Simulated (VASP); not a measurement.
# Sr (R-3) in VASP: a series of runs

Sr is run at these levels: PBE; tasks: relaxation of cell and atoms, single point.

Program: VASP 6.6.1. These are calculated values, not measurements. Logs are shortened: lines on timing, memory, paths and dates and some standing lists are left out, and cuts for length are marked.

**1. The cell of the first run**

It takes space group R-3 (No. 148, trigonal). Conventional cell: a = 14.670 Å, b = 14.670 Å, c = 5.757 Å, α = 90.00°, β = 90.00°, γ = 120.00°. Within 3.7 Å of Sr (site symmetry 1) lie 2 Sr at 2.82 Å.

**2. Relaxation of cell and atoms, PBE**

Contents of INCAR:

```
PREC = Accurate
ENCUT = 600
EDIFF = 1E-6
ISMEAR = 0
SIGMA = 0.1
LREAL = False
LASPH = True
NELM = 100
ALGO = Normal
ISIF = 3
LWAVE = False
LCHARG = False
GGA = PE
IBRION = 2
NSW = 90
EDIFFG = -0.04
```

Contents of KPOINTS:

```
regular mesh
0
Gamma
  3 3 3
```

Contents of POSCAR:

```
Sr
1.0
    7.3348820070      4.2347961012      1.9189920431
   -7.3348820070      4.2347961012      1.9189920431
    0.0000000000     -8.4695922023      1.9189920431
Sr
6
Direct
    0.5845000000      0.3510000000      0.2465000000
    0.2465000000      0.5845000000      0.3510000000
    0.3510000000      0.2465000000      0.5845000000
    0.4155000000      0.6490000000      0.7535000000
    0.7535000000      0.4155000000      0.6490000000
    0.6490000000      0.7535000000      0.4155000000
```

Potentials or basis: VASP PAW PBE potentials, release 64 (Sr_sv).

On the command line:

```
$ cat potpaw_PBE.64/Sr_sv/POTCAR > POTCAR
$ mpirun -np 1 vasp_std > vasp.out
```

OUTCAR:

```text
PREC = Accurate
   ENCUT = 600
   EDIFF = 1E-6
   ISMEAR = 0
   LREAL = False
   LASPH = True
   NELM = 100
   ISIF = 3
   GGA = PE
   IBRION = 2
   NSW = 90
   EDIFFG = -0.04

 ion  position               nearest neighbor table
   1  0.584  0.351  0.246-   5 2.82   6 2.82   3 4.40   2 4.40   3 4.69   2 4.69   4 4.73   4 5.04

   2  0.246  0.584  0.351-   4 2.82   6 2.82   3 4.40   1 4.40   1 4.69   3 4.69   5 4.73   5 5.04

   3  0.351  0.246  0.584-   5 2.82   4 2.82   1 4.40   2 4.40   1 4.69   2 4.69   6 4.73   6 5.04

   4  0.416  0.649  0.754-   2 2.82   3 2.82   6 4.40   5 4.40   6 4.69   5 4.69   1 4.73   1 5.04

   5  0.754  0.416  0.649-   1 2.82   3 2.82   6 4.40   4 4.40   4 4.69   6 4.69   2 4.73   2 5.04

   6  0.649  0.754  0.416-   2 2.82   1 2.82   4 4.40   5 4.40   4 4.69   5 4.69   3 4.73   3 5.04

  LATTYP: Found a trigonal (rhomboedric) cell.
 ALAT       =     8.6842686818
 COS(alpha) =    -0.4267561602

  Lattice vectors:

 A1 = (   7.3348820070,   4.2347961012,   1.9189920431)
 A2 = (  -7.3348820070,   4.2347961012,   1.9189920431)
 A3 = (   0.0000000000,  -8.4695922023,   1.9189920431)

Analysis of symmetry for initial positions (statically):
=====================================================================
 Subroutine PRICEL returns:
 Original cell was already a primitive cell.

 Routine SETGRP: Setting up the symmetry group for a
 trigonal (rhombohedral) supercell.

 Subroutine GETGRP returns: Found  6 space group operations
 (whereof  6 operations were pure point group operations)
 out of a pool of 12 trial point group operations.

The static configuration has the point symmetry S_6 .

Analysis of symmetry for dynamics (positions and initial velocities):
=====================================================================
 Subroutine PRICEL returns:
 Original cell was already a primitive cell.

 Routine SETGRP: Setting up the symmetry group for a
 trigonal (rhombohedral) supercell.

 Subroutine GETGRP returns: Found  6 space group operations
 (whereof  6 operations were pure point group operations)
 out of a pool of 12 trial point group operations.

The dynamic configuration has the point symmetry S_6 .

 Subroutine INISYM returns: Found  6 space group operations
 (whereof  6 operations are pure point group operations),
 and found     1 'primitive' translations

----------------------------------------------------------------------------------------

                                     Primitive cell

  volume of cell :     357.6433

  direct lattice vectors                    reciprocal lattice vectors
     7.334882007  4.234796101  1.918992043     0.068167422  0.039356480  0.173702301
    -7.334882007  4.234796101  1.918992043    -0.068167422  0.039356480  0.173702301
     0.000000000 -8.469592202  1.918992043     0.000000000 -0.078712959  0.173702301

  length of vectors
     8.684268682  8.684268682  8.684268682     0.190704534  0.190704534  0.190704534

  position of ions in fractional coordinates (direct lattice)
     0.584500000  0.351000000  0.246500000
     0.246500000  0.584500000  0.351000000
     0.351000000  0.246500000  0.584500000
     0.415500000  0.649000000  0.753500000
     0.753500000  0.415500000  0.649000000
     0.649000000  0.753500000  0.415500000

  ion indices of the primitive-cell ions
   primitive index   ion index
                 1           1
                 2           2
                 3           3
                 4           4
                 5           5
                 6           6

----------------------------------------------------------------------------------------

 KPOINTS: regular mesh

Automatic generation of k-mesh.
 Grid dimensions read from file:
 generate k-points for:    3    3    3

 Generating k-lattice:

  Cartesian coordinates                     Fractional coordinates (reciprocal lattice)
     0.022722474  0.013118827  0.057900767     0.333333333  0.000000000 -0.000000000
    -0.022722474  0.013118827  0.057900767     0.000000000  0.333333333 -0.000000000
     0.000000000 -0.026237653  0.057900767     0.000000000  0.000000000  0.333333333

  Length of vectors
     0.063568178  0.063568178  0.063568178

  Shift w.r.t. Gamma in fractional coordinates (k-lattice)
     0.000000000  0.000000000  0.000000000

 Subroutine IBZKPT returns following result:
 ===========================================

 Found      6 irreducible k-points:

 Following reciprocal coordinates:
            Coordinates               Weight
  0.000000  0.000000  0.000000      1.000000
  0.333333 -0.000000  0.000000      6.000000
  0.333333  0.333333  0.000000      6.000000
 -0.333333  0.333333  0.000000      6.000000
  0.333333  0.333333  0.333333      2.000000
 -0.333333  0.333333  0.333333      6.000000
   k-points           NKPTS =      6   k-points in BZ     NKDIM =      6   number of bands    NBANDS=     36
   number of dos      NEDOS =    301   number of ions     NIONS =      6
   total plane-waves  NPLWV = 343000
   dimension x,y,z NGX =    70 NGY =   70 NGZ =   70
   dimension x,y,z NGXF=   140 NGYF=  140 NGZF=  140
   ions per type =               6
   NGX,Y,Z   is equivalent  to a cutoff of  13.40, 13.40, 13.40 a.u.
   NGXF,Y,Z  is equivalent  to a cutoff of  26.80, 26.80, 26.80 a.u.
 SYSTEM =  unknown system
   PREC   = accura    normal or accurate (medium, high low for compatibility)
   ISTART =      0    job   : 0-new  1-cont  2-samecut
   ICHARG =      2    charge: 1-file 2-atom 10-const
   ISPIN  =      1    spin polarized calculation?
   LNONCOLLINEAR =      F non collinear calculations
   LSORBIT =      F    spin-orbit coupling
   LASPH  =      T    aspherical Exc in radial PAW
   ENCUT  =  600.0 eV  44.10 Ry    6.64 a.u.  17.34 17.34 17.34*2*pi/ulx,y,z
   NELM   =    100;   NELMIN=  2; NELMDL= -5     # of ELM steps
   EDIFF  = 0.1E-05   stopping-criterion for ELM
   LREAL  =      F    real-space projection
   EDIFFG = -.4E-01   stopping-criterion for IOM
   NSW    =     90    number of steps for IOM
   IBRION =      2    ionic relax: 0-MD 1-quasi-New 2-CG
   NFREE  =      1    steps in history (QN), initial steepest desc. (CG)
   ISIF   =      3    stress and relaxation
   ISYM   =      2    0-nonsym 1-usesym 2-fastsym
   POTIM  = 0.5000    time-step for ionic-motion
   TEBEG  =    0.0;   TEEND  =   0.0 temperature during run
   PSTRESS=    0.0 pullay stress
   NELECT =      60.0000    total number of electrons
   NUPDOWN=      -1.0000    fix difference up-down
   EMIN   =  10.00;   EMAX   =-10.00  energy-range for DOS
   EFERMI =   0.00;   METHOD = LEGACY
   ISMEAR =     0;   SIGMA  =   0.10  broadening in eV -4-tet -1-fermi 0-gaus
   EFERMI_NEDOS =   21; number of points for ismear=-14 and -15
   IALGO  =     38    algorithm
   IMIX   =      4    mixing-type and parameters
     AMIX     =   0.40;   BMIX     =  1.00
     AMIX_MAG =   1.60;   BMIX_MAG =  1.00
  volume/ion in A,a.u.               =      59.61       402.25
  Fermi-wavevector in a.u.,A,eV,Ry     =   0.902905  1.706242 11.091970  0.815237
  Thomas-Fermi vector in A             =   2.026165
   LORBIT       =      0    0 simple, 1 ext, 2 COOP (PROOUT), +10 PAW based schemes
   GGA     = PE    functional components
   LHFCALC =     F    Hartree Fock is set to
   AEXX    =    0.0000 exact exchange contribution
   IVDW    =     0    specifies the selected vdW correction
   LEPSILON=     F    determine dielectric tensor
   LRPA    =     F    only Hartree local field effects (RPA)
 conjugate gradient relaxation of ions
 non-spin polarized calculation
 Gauss-broadening in eV      SIGMA  =   0.10
  energy-cutoff  :      600.00
  volume of cell :      357.64
 maximum number of plane-waves:     11977
 NGX is ok and might be reduce to    70
   NGX = 35   NGY = 35   NGZ = 35

--------------------------------------- Ionic step        1  -------------------------------------------

 number of electron      60.0000001 magnetization

 Free energy of the ion-electron system (eV)
  ---------------------------------------------------
  ext. energy  EPLUGINS =         0.00000000
  ---------------------------------------------------
  free energy    TOTEN  =        -0.29955116 eV

  energy without entropy =       -0.23877414  energy(sigma->0) =       -0.26916265

------------------------ aborting loop because EDIFF is reached ----------------------------------------

  FORCE on cell =-STRESS in cart. coord.  units (eV):
  Direction    XX          YY          ZZ          XY          YZ          ZX
  --------------------------------------------------------------------------------------
  -------------------------------------------------------------------------------------
  Total        8.6644536      8.6644536      0.4458591      0.0000001      0.0000000     -0.0000000
  in kB       38.8151888     38.8151888      1.9973684      0.0000003      0.0000000     -0.0000000
  external PRESSURE =      26.5425820 kB  Pullay stress =       0.0000000 kB
[... 101 lines left out ...]
  FREE ENERGIE OF THE ION-ELECTRON SYSTEM (eV)
  ---------------------------------------------------
  free  energy   TOTEN  =        -5.9497936041 eV

  energy  without entropy=       -5.8764913257  energy(sigma->0) =       -5.91314246

 E-fermi :  -0.1967     XC(G=0):  -5.5878

 val. band max:       -0.2018471517   @ k =  -0.3333   0.3333   0.3333
 cond. band min:      -0.1566114413   @ k =   0.3333  -0.0000   0.0000
 fundamental gap:      0.0452357104
 Fermi energy:        -0.1967047256

 k-point     1 :       0.0000    0.0000    0.0000
  band No.  band energies     occupation
      1     -37.9493      2.00000
      2     -37.9480      2.00000
      3     -37.9480      2.00000
      4     -37.9480      2.00000
      5     -37.9480      2.00000
      6     -37.9471      2.00000
[... 223 lines left out ...]
     35       0.3613      0.00000
     36       0.4268      0.00000

[... ionic steps 4 to 16 ...]

--------------------------------------- Ionic step       17  -------------------------------------------

 number of electron      60.0000000 magnetization

------------------------ aborting loop because EDIFF is reached ----------------------------------------

  FORCE on cell =-STRESS in cart. coord.  units (eV):
  Direction    XX          YY          ZZ          XY          YZ          ZX
  --------------------------------------------------------------------------------------
  -------------------------------------------------------------------------------------
  Total        0.0429394      0.0429394     -0.0850620      0.0000000     -0.0000000     -0.0000000
  in kB        0.1876599      0.1876599     -0.3717501      0.0000000     -0.0000000     -0.0000000
  external PRESSURE =       0.0011899 kB  Pullay stress =       0.0000000 kB
[... 65 lines left out ...]
  energy  without entropy=       -8.9009706644  energy(sigma->0) =       -8.92256832

--------------------------------------- Ionic step       19  -------------------------------------------

 number of electron      59.9999999 magnetization

 Free energy of the ion-electron system (eV)
  ---------------------------------------------------
  ext. energy  EPLUGINS =         0.00000000
  ---------------------------------------------------
  free energy    TOTEN  =        -8.94600903 eV

  energy without entropy =       -8.90282731  energy(sigma->0) =       -8.92441817

 E-fermi :   1.2063     XC(G=0):  -6.9606

 val. band max:        1.1769802974   @ k =  -0.3333   0.3333   0.3333
 cond. band min:       1.2366688944   @ k =   0.3333   0.3333   0.0000
 fundamental gap:      0.0596885970
 Fermi energy:         1.2063232827

 k-point     1 :       0.0000    0.0000    0.0000
  band No.  band energies     occupation
      1     -35.5647      2.00000
      2     -35.5530      2.00000
      3     -35.5530      2.00000
      4     -35.5523      2.00000
      5     -35.5523      2.00000
      6     -35.5512      2.00000
[... 256 lines left out ...]
  FREE ENERGIE OF THE ION-ELECTRON SYSTEM (eV)
  ---------------------------------------------------
  free  energy   TOTEN  =        -8.9460090261 eV

  energy  without entropy=       -8.9028273139  energy(sigma->0) =       -8.92441817

 reached required accuracy - stopping structural energy minimisation
```

Wall time 31 min (1 thread of Intel Xeon Platinum 8488C (Sapphire Rapids), shared host); peak memory 0.75 GiB.

Results:

```
Free energy                            : -8.9460 eV
Relaxed volume                         : 61.03 Å³/atom
Relaxed cell                           : a = 10.295 Å, b = 10.295 Å, c = 10.295 Å, α = 118.30°, β = 118.30°, γ = 118.30°
Space group after relaxing (to 0.05 Å) : R-3 (No. 148)
Energy gained by relaxing              : 1441.1 meV/atom
Ionic steps                            : 19
Pressure after relaxing                : 0.0 GPa
Largest force after relaxing           : 0.039 eV/Å
Band gap on the k mesh                 : zero (band 30 reaches 1.24 eV, above the bottom of band 31 at 0.87 eV)
```

Forces in eV/Å, atoms in the order of the input:
```
Sr  -0.029  0.021  0.015
Sr  -0.004 -0.036  0.015
Sr   0.033  0.015  0.015
Sr   0.029 -0.021 -0.015
Sr   0.004  0.036 -0.015
Sr  -0.033 -0.015 -0.015
```

The path:
```
step  energy change (eV)  largest force (eV/Å)  pressure (GPa)  volume (Å³)
   1              0.0000                3.5302            2.65       357.64
   2             -3.6243                2.1427            0.61       410.68
   3             -5.6502                1.0589           -0.69       477.85
   4             -5.6800                0.1609           -1.78       628.41
   5             -6.1038                0.3477           -1.58       557.95
   6             -6.1152                0.5674           -1.30       522.44
   7             -6.8977                0.6020           -1.16       461.12
   8             -7.8438                0.3979            2.23       302.97
   9             -7.9430                0.5215            0.44       347.51
  10             -7.9671                0.4844            0.93       332.82
  11             -8.3204                0.2766            0.93       334.06
  12             -7.9162                0.0751            1.77       328.41
  13             -8.5073                0.1341            0.98       333.88
  14             -8.5187                0.0715            1.15       332.97
  15             -8.6091                0.0462           -0.49       387.63
  16             -8.6398                0.0516           -0.02       368.01
  17             -8.6446                0.0490            0.00       366.60
  18             -8.6446                0.0492            0.00       366.53
  19             -8.6465                0.0391            0.01       366.16
```

Final structure:
```
CELL_PARAMETERS angstrom
8.83802 5.10263 1.35324
-8.83802 5.10263 1.35324
0.00000 -10.20527 1.35324
ATOMIC_POSITIONS crystal
Sr 0.50379 0.22425 0.08246
Sr 0.08246 0.50379 0.22425
Sr 0.22425 0.08246 0.50379
Sr 0.49621 0.77575 0.91754
Sr 0.91754 0.49621 0.77575
Sr 0.77575 0.91754 0.49621
```

Caveat: the k points lie up to 0.53 Å⁻¹ apart in the final cell.

**3. Single point, PBE**

Contents of INCAR:

```
  ALGO = Normal
  EDIFF = 1E-6
  ENCUT = 520
  GGA = PE
  ISIF = 2
  ISMEAR = 0
  LASPH = T
  LCHARG = T
  LELF = T
  LREAL = F
  LVHAR = T
  LWAVE = F
  NBANDS = 39
  NELM = 100
  PREC = Accurate
  SIGMA = 0.1
```

Contents of KPOINTS:

```
k-points
0
Gamma
  3 3 3
```

POSCAR is that of step 2.

Potentials or basis: VASP PAW PBE potentials, release 64 (Sr_sv).

On the command line:

```
$ cat potpaw_PBE.64/Sr_sv/POTCAR > POTCAR
$ mpirun -np 1 vasp_std > vasp.out
```

Wall time 2 min (1 thread of Intel Xeon Platinum 8488C (Sapphire Rapids), shared host); peak memory 0.66 GiB.

Results (log left out):

```yaml
Free_energy: -0.2996 eV
Pressure: 2.6 GPa
Largest_force: 3.531 eV/Å
Band_gap_on_the_k_mesh: zero (band 30 reaches 0.84 eV, above the bottom of band 31 at 0.67 eV)
```

Forces on the atoms (eV/Å):
```
Sr   1.545  1.787 -2.624
Sr  -2.320  0.445 -2.624
Sr   0.775 -2.232 -2.624
Sr  -1.545 -1.787  2.624
Sr   2.320 -0.445  2.624
Sr  -0.775  2.232  2.624
```

Stress tensor (GPa, compression positive):
```
3.88 0.00 0.00
0.00 3.88 0.00
0.00 0.00 0.19
```

Levels at points of the mesh, in eV from the Fermi level:
```csv
k point,band 27,band 28,band 29,band 30,band 31,band 32,band 33,band 34
"(0.00, 0.00, 0.00)",-0.25,-0.25,-0.22,-0.22,-0.17,0.35,0.63,0.63
```

Caveat: the k points lie up to 0.40 Å⁻¹ apart; forces of over 1 eV/Å act on the atoms, so gaps and moduli don't describe the material at rest.
